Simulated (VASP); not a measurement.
Write the native input for VASP 6.6.1 that does the following.

```yaml
Task: single point
Functional: revPBE
Potentials_or_basis: VASP PAW PBE potentials, release 64 (K_sv, F)
Cutoff: 520 eV
k_mesh: 8 × 8 × 8
Occupations: gaussian, width 0.05 eV
Spin: no spin polarisation
Dipole_correction: no
Further_INCAR_settings: ALGO = Normal; EDIFF = 1e-06; NBANDS = 15
```

The structure of KF lies in POSCAR:

```
KF
1.0
    0.0000000000      2.6734993184      2.6734993184
    2.6734993184      0.0000000000      2.6734993184
    2.6734993184      2.6734993184      0.0000000000
K F
1 1
Direct
    0.0000000000      0.0000000000      0.0000000000
    0.5000000000      0.5000000000      0.5000000000
```

The input as run:

INCAR

```
PREC = Accurate
ENCUT = 520
EDIFF = 1E-6
ISMEAR = 0
SIGMA = 0.05
LREAL = F
LASPH = T
NELM = 80
ALGO = Normal
ISIF = 2
LWAVE = F
LCHARG = T
GGA = RE
LELF = T
LVHAR = T
NBANDS = 15
```

KPOINTS

```
Automatic mesh
0
Gamma
  8 8 8
```

Potentials or basis: VASP PAW PBE potentials, release 64 (K_sv, F).

Command:

```console
$ cat potpaw_PBE.64/K_sv/POTCAR potpaw_PBE.64/F/POTCAR > POTCAR
$ mpirun -np 1 vasp_std > vasp.out
```

Results of the run:

The pressure is 3.5 GPa and the band gap on the k mesh is 6.46 eV, direct.

Caveat: the PAW data sets were made with another functional, which shifts forces and pressure a little.

Run time: 26 s on 1 thread of AMD EPYC 7R13 Processor (Zen 3), with other jobs on the host, peak memory 0.13 GiB.
